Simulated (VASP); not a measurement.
## AlNi: single point with PBEsol

Crystal: AlNi.

```
Al Ni
1.0
     2.02133   -2.02135    0.00000
     2.02133    2.02135    0.00000
     0.00000    0.00000    2.86941
Al Ni
1 1
Direct
  0.00000 0.00000 0.00000
  0.50000 0.50000 0.50000
```

```json
{
  "Program": "VASP 6.6.1",
  "Task": "single point",
  "Functional": "PBEsol",
  "Potentials or basis": "VASP PAW PBE potentials, release 64 (Al, Ni)",
  "Cutoff": "520 eV",
  "k mesh": "16 × 16 × 14",
  "Occupations": "gaussian, width 0.1 eV",
  "Spin": "no spin polarisation",
  "Dipole correction": "no",
  "Further INCAR settings": "ALGO = Fast; EDIFF = 1e-07; NBANDS = 14"
}
```

The pressure is 0.1 GPa and the band gap on the k mesh is zero (an odd number of electrons rules out a gap without spin polarisation).

Levels at points of the mesh, in eV from the Fermi level:
```csv
k point,band 3,band 4,band 5,band 6,band 7,band 8,band 9,band 10,band 11,band 12
"(0.00, 0.00, 0.00)",-3.32,-1.57,-1.57,-1.56,5.50,5.64,5.64,8.21,8.24,14.09
"(0.50, 0.00, 0.00)",-2.83,-2.31,-2.29,-1.48,-0.64,8.33,10.02,10.15,11.05,11.16
"(0.50, 0.50, 0.00)",-2.90,-2.90,-2.13,-2.13,-1.02,1.53,2.63,12.45,15.24,15.24
"(0.00, 0.00, 0.50)",-2.83,-2.29,-2.29,-1.47,-0.66,8.33,10.13,10.13,11.12,11.12
"(0.50, 0.00, 0.50)",-2.94,-2.92,-2.12,-2.11,-1.03,1.50,2.59,12.55,15.30,15.34
"(0.50, 0.50, 0.50)",-4.18,-1.00,-0.99,1.97,1.98,1.98,3.91,4.56,4.56,4.60
```

It took 4.2 min on 1 thread of Intel Xeon 8259CL, on a shared host, peak memory 0.31 GiB.

Caveat: the PAW data sets were made with another functional, which shifts forces and pressure a little. Spin polarisation is off, so any magnetic state and its effect on volume and gap are missing.
